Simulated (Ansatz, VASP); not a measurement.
# One calculation of Zn, two programs

```
Zn
1.0
     2.61873    0.00000    0.00000
    -1.30936    2.26788    0.00000
     0.00000    0.00000    4.83890
Zn
2
Direct
  0.33333 0.66667 0.25000
  0.66667 0.33333 0.75000
```

Alike in both runs: task single point; functional r2SCAN; k mesh 14 × 14 × 7; occupations fermi-dirac, width 0.1 eV; no spin polarisation.

|  | VASP | Ansatz |
| --- | --- | --- |
| version | VASP 6.6.1 | Ansatz 0.2.0 |
| potentials or method | VASP PAW PBE potentials, release 64 (Zn), cutoff 520 eV | plane waves (500 eV) with PAW, scalar-relativistic |
| valence electrons in the cell | 24 | 24 |

|  | VASP | Ansatz | Ansatz less VASP |
| --- | --- | --- | --- |
| pressure (GPa) | 0.5 | 0.0 | -0.50 |
| traceless stress, the component that is largest in VASP (GPa) | -1.11 | -0.97 | +0.138 |

VASP's potentials were made for PBE, not for r2SCAN.
